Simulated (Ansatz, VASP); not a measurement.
**SrBr3 in VASP and in Ansatz**

```
CELL_PARAMETERS angstrom
4.90521 0.00000 0.00000
0.00000 4.90521 0.00000
0.00000 0.00000 4.85480
ATOMIC_POSITIONS crystal
Sr 0.00000 0.00000 0.00000
Br 0.00000 0.50000 0.50000
Br 0.50000 0.00000 0.50000
Br 0.50000 0.50000 0.00000
```

Alike in both runs: task single point; functional PBE; k mesh 4 × 4 × 4; occupations gaussian, width 0.1 eV; no spin polarisation.

|  | VASP | Ansatz |
| --- | --- | --- |
| version | VASP 6.6.1 | Ansatz 0.2.0 |
| potentials or method | VASP PAW PBE potentials, release 64 (Sr_sv, Br), cutoff 520 eV | scalar-relativistic, plane waves, PAW |
| valence electrons in the cell | 31 | 31 |

Ansatz gave:

* gap on the k mesh at the Fermi level (eV): none
* pressure (GPa): 0.3
* traceless stress, the component that is largest in VASP (GPa): -0.08

Task: Estimate VASP's values.

Result: gap on the k mesh at the Fermi level (eV): none; pressure (GPa): 0.4; traceless stress, the component that is largest in VASP (GPa): -0.08.

A gap of «none» marks a metal or a gap that the smearing closes. With one functional, cell and mesh, what is left measures potentials, basis and numerics.
